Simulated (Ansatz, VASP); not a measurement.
## BN: VASP beside Ansatz

File INCAR:

```
  ALGO = Normal
  EDIFF = 1E-6
  ENCUT = 600
  GGA_COMPAT = F
  ISIF = 2
  ISMEAR = -1
  LASPH = T
  LCHARG = F
  LREAL = F
  LWAVE = F
  NBANDS = 11
  NELM = 120
  PREC = Accurate
  SIGMA = 0.05
```

File KPOINTS:

```
k-points
0
Gamma
  15 15 15
```

File POSCAR:

```
BN
1.0
    0.0000000000      1.6057154405      1.6057154405
    1.6057154405      0.0000000000      1.6057154405
    1.6057154405      1.6057154405      0.0000000000
B N
1 1
Direct
    0.0000000000      0.0000000000      0.0000000000
    0.5000000000      0.5000000000      0.5000000000
```

Input for Ansatz:

```yaml
crystal:
  lattice:
    - [0.0, 1.6057154405, 1.6057154405]
    - [1.6057154405, 0.0, 1.6057154405]
    - [1.6057154405, 1.6057154405, 0.0]
  atoms:
    - { symbol: B, position: [0.0, 0.0, 0.0] }
    - { symbol: "N", position: [0.5, 0.5, 0.5] }
kpoints:
  mp_grid: { grid: [15, 15, 15] }
scf:
  occupations: { method: fermi_dirac, width: 0.05 }
hamiltonian:
  xc: lda
  pseudopotentials: { kind: all_electron, datasets: crystal }
output:
  forces: true
  stress: true
  eigenvalues: true
```

Change from the starting cell: volume scaled by 0.8, crystal datasets.

Alike in both runs: task single point; functional LDA; k mesh 15 × 15 × 15; occupations fermi-dirac, width 0.05 eV; no spin polarisation.

|  | VASP | Ansatz |
| --- | --- | --- |
| version | VASP 6.6.1 | Ansatz 0.2.0 |
| potentials or method | VASP PAW LDA potentials, release 64 (B, N), cutoff 600 eV | all-electron PAW with datasets made for the crystal, scalar-relativistic |

VASP gave:

- gap on the k mesh at the Fermi level (eV): 3.54
- pressure (GPa): 143.1

**Question.** Which values does Ansatz return?

**Answer.** gap on the k mesh at the Fermi level (eV): 3.55; pressure (GPa): 142.0.

LDA's correlation is that of Perdew and Zunger in VASP and of Perdew and Wang (1992) in Ansatz. Both programs put the cell under a high pressure, so it lies far from rest at this level. Ansatz ran all-electron here, and VASP with PAW potentials.

Noted on VASP's run: the cell as given lies far from equilibrium.
